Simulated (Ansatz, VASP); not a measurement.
# Hf in VASP and in Ansatz

The input INCAR:

```
SYSTEM = Hf
PREC = Accurate
ENCUT = 520
EDIFF = 1E-6
ISMEAR = -1
SIGMA = 0.05
LREAL = .FALSE.
LASPH = .TRUE.
NELM = 80
ALGO = Normal
ISIF = 2
LWAVE = .FALSE.
LCHARG = .FALSE.
GGA = PE
NBANDS = 17
```

KPOINTS

```
regular mesh
0
G
  14 14 8
  0 0 0
```

The input POSCAR:

```
Hf
1.0
    2.7782256480      0.0000000000      0.0000000000
   -1.3891128240      2.4060139886      0.0000000000
    0.0000000000      0.0000000000      4.5819631272
Hf
2
Direct
    0.3333333333      0.6666666667      0.2500000000
    0.6666666667      0.3333333333      0.7500000000
```

Input for Ansatz:

```yaml
crystal:
  lattice:
    - [2.778225648, 0.0, 0.0]
    - [-1.389112824, 2.4060139886, 0.0]
    - [0.0, 0.0, 4.5819631272]
  atoms:
    - { symbol: Hf, position: [0.3333333333, 0.6666666667, 0.25] }
    - { symbol: Hf, position: [0.6666666667, 0.3333333333, 0.75] }
kpoints:
  mp_grid: { grid: [14, 14, 8] }
scf:
  occupations: { method: fermi_dirac, width: 0.05 }
hamiltonian:
  xc: pbe
  pseudopotentials: { kind: all_electron, lapw: { basis_error: 0.001 } }
output:
  forces: true
  stress: true
  eigenvalues: true
  populations: true
```

Change from the starting cell: volume scaled by 0.68, LAPW.

Alike in both runs: task single point; functional PBE; k mesh 14 × 14 × 8; occupations fermi-dirac, width 0.05 eV; no spin polarisation.

|  | VASP | Ansatz |
| --- | --- | --- |
| version | VASP 6.6.1 | Ansatz 0.2.0 |
| potentials or method | VASP PAW PBE potentials, release 64 (Hf_pv), cutoff 520 eV | all-electron LAPW, scalar-relativistic |

```tsv
	VASP	Ansatz	Ansatz less VASP
pressure (GPa)	77.0	77.9	+0.95
traceless stress, the component that is largest in VASP (GPa)	-0.25	-0.01	+0.244
```

Both programs put the cell under a high pressure, so it lies far from rest at this level. Ansatz ran all-electron here, and VASP with PAW potentials.

Neither program's run includes spin-orbit coupling. Noted on VASP's run: the cell as given lies far from equilibrium.
